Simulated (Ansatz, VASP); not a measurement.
## Two plane-wave programs on GaN

```xyz
2
Lattice="0.0000 2.2491 2.2491 2.2491 0.0000 2.2491 2.2491 2.2491 0.0000" Properties=species:S:1:pos:R:3 pbc="T T T"
Ga    0.0000    0.0000    0.0000
N     1.1245    1.1245    1.1245
```

Alike in both runs: functional PBEsol; k mesh 10 × 10 × 10; occupations gaussian, width 0.02 eV; no spin polarisation.

Ansatz relaxed the structure, and its values are those at the end. VASP's run is a single point on that final structure, the one shown.

```csv
,VASP,Ansatz
version,VASP 6.6.1,Ansatz 0.2.0
potentials or method,"VASP PAW PBE potentials, release 64 (Ga_d, N), cutoff 600 eV","scalar-relativistic, plane waves, PAW"
valence electrons in the cell,18,18
```

```tsv
	VASP	Ansatz	Ansatz less VASP
gap on the k mesh at the Fermi level (eV)	1.72	1.71	-0.015
least direct gap on the mesh (eV)	1.72	1.71	-0.015
pressure (GPa)	-0.4	0.0	+0.39
```

VASP's potentials were made for PBE, not for PBEsol, and Ansatz warns of the same on its side.
